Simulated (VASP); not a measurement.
A run of VASP 6.6.1 is set up as follows.

Contents of INCAR:

```
  PREC = Accurate
  ENCUT = 520
  EDIFF = 1E-7
  ISMEAR = -1
  SIGMA = 0.05
  LREAL = F
  LASPH = T
  NELM = 100
  ALGO = Normal
  ISIF = 2
  LWAVE = F
  LCHARG = F
  GGA = RE
  IVDW = 12
  NBANDS = 14
```

KPOINTS

```
regular mesh
0
Gamma
  12 12 12
```

File POSCAR:

```
Rh
1.0
    0.0000000000      1.8875158631      1.8875158631
    1.8875158631      0.0000000000      1.8875158631
    1.8875158631      1.8875158631      0.0000000000
Rh
1
Direct
    0.0000000000      0.0000000000      0.0000000000
```

Potentials or basis: VASP PAW PBE potentials, release 64 (Rh_pv).

Command:

```bash
$ cat potpaw_PBE.64/Rh_pv/POTCAR > POTCAR
$ mpirun -np 1 vasp_std > vasp.out
```

(1) Predict the dispersion energy per atom.

(2) What does it give for the pressure?

Answers

(1) -1.260 eV.

(2) 0.1 GPa.

Caveat: the PAW data sets were made with another functional, which shifts forces and pressure a little; pairwise dispersion overbinds metals, which lowers pressure and volume.
